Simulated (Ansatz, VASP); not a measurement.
**La3N2: VASP beside Ansatz**

```
CELL_PARAMETERS angstrom
-2.42389 2.42389 6.27887
2.42389 -2.42389 6.27887
2.42389 2.42389 -6.27887
ATOMIC_POSITIONS crystal
La 0.75000 0.25000 0.50000
La 0.25000 0.75000 0.50000
La 0.50000 0.50000 0.00000
N 0.31152 0.31152 0.00000
N 0.68848 0.68848 0.00000
```

Alike in both runs: functional PBE; k mesh 6 × 6 × 6; occupations gaussian, width 0.1 eV; no spin polarisation.

Ansatz relaxed the structure, and its values are those at the end. VASP's run is a single point on that final structure, the one shown.

|  | VASP | Ansatz |
| --- | --- | --- |
| version | VASP 6.6.1 | Ansatz 0.2.0 |
| potentials or method | VASP PAW PBE potentials, release 64 (La, N), cutoff 520 eV | scalar-relativistic, plane waves, PAW |
| valence electrons in the cell | 43 | 43 |

```csv
,VASP,Ansatz,Ansatz less VASP
gap on the k mesh at the Fermi level (eV),none,none,-
pressure (GPa),-0.1,0.0,+0.11
```

A gap of «none» marks a metal or a gap that the smearing closes.

Neither program's run includes spin-orbit coupling.
